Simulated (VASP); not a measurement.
The system is Mo.

```xyz
8
Lattice="4.9960 0.0000 0.0000 0.0000 4.9960 0.0000 0.0000 0.0000 4.9960" Properties=species:S:1:pos:R:3 pbc="T T T"
Mo    0.0000    0.0000    0.0000
Mo    2.4980    2.4980    2.4980
Mo    1.2490    0.0000    2.4980
Mo    3.7470    0.0000    2.4980
Mo    2.4980    1.2490    0.0000
Mo    2.4980    3.7470    0.0000
Mo    0.0000    2.4980    1.2490
Mo    0.0000    2.4980    3.7470
```

```yaml
Program: VASP 6.6.1
Task: relaxation of cell and atoms
Functional: BLYP
Potentials_or_basis: VASP PAW PBE potentials, release 64 (Mo_sv)
Cutoff: 600 eV
k_mesh: 5 × 5 × 5
Occupations: fermi-dirac, width 0.1 eV
Spin: no spin polarisation
```

At the start: pressure 18.3 GPa; volume 15.59 Å³/atom.

Q: Where does the relaxation end?

A: Over 4 steps the energy falls by 60.4 meV/atom and the volume is 16.72 Å³/atom (+7.2 %); space group Pm-3n (No. 223, to 0.1 Å) before and after.

Step by step:
```csv
step,energy change (eV),largest force (eV/Å),pressure (GPa),volume (Å³)
1,0.0000,0.0000,18.32,124.70
2,2.1160,0.0000,-27.17,159.72
3,-0.4808,0.0000,-1.07,134.31
4,-0.4828,0.0000,-0.10,133.73
```

Final structure:
```
Mo
1.0
     5.11379    0.00000    0.00000
     0.00000    5.11379    0.00000
     0.00000    0.00000    5.11379
Mo
8
Direct
  0.00000 0.00000 0.00000
  0.50000 0.50000 0.50000
  0.25000 0.00000 0.50000
  0.75000 0.00000 0.50000
  0.50000 0.25000 0.00000
  0.50000 0.75000 0.00000
  0.00000 0.50000 0.25000
  0.00000 0.50000 0.75000
```

Caveat: the PAW data sets were made with another functional, which shifts forces and pressure a little.
